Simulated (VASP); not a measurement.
Runs of VASP 6.6.1 on Sr. The structure is that of space group Cmcm (No. 63), or close to it. The cells are those of the table. 

```csv
cell,further INCAR settings,gap on the mesh (eV),pressure (GPa),largest force (eV/Å)
"a = 3.936, b = 4.405, c = 6.718 Å, angles 90.0, 90.0, 116.5°, 2 atoms",ALGO = Fast; EDIFF = 1e-06; NBANDS = 17,none,0.2,0.15
"a = 3.831, b = 4.541, c = 6.557 Å, angles 90.0, 90.0, 115.0°, 2 atoms",ALGO = Fast; EDIFF = 1e-07; NBANDS = 17,none,0.5,0.25
"a = 3.782, b = 4.492, c = 6.718 Å, angles 90.0, 90.0, 114.9°, 2 atoms",ALGO = Fast; EDIFF = 1e-07; NBANDS = 17,none,0.4,0.22
"a = 4.495, b = 4.266, c = 6.397 Å, angles 90.0, 90.0, 121.8°, 2 atoms",ALGO = Fast; EDIFF = 1e-06; NBANDS = 17,none,0.2,0.10
"a = 4.453, b = 4.001, c = 7.039 Å, angles 90.0, 90.0, 123.8°, 2 atoms",ALGO = Fast; EDIFF = 1e-06; NBANDS = 17,none,(a),0.12
```

Alike in all rows: task single point; level PBEsol; potentials or basis VASP PAW PBE potentials, release 64 (Sr_sv); no spin polarisation; k mesh 12 × 12 × 8; cutoff (eV) 520; smearing gaussian 0.15 eV.

Task: Fill in the values left out.

Result: (a) 0.1.

Caveats: the PAW data sets were made with another functional, which shifts forces and pressure a little; the stress differs along the axes, from -2 to 3 GPa (at least some runs).

A k mesh can miss the band edges, and the runs leave out spin-orbit coupling on Sr.

A gap of «none» marks levels without a gap at the run's occupations.
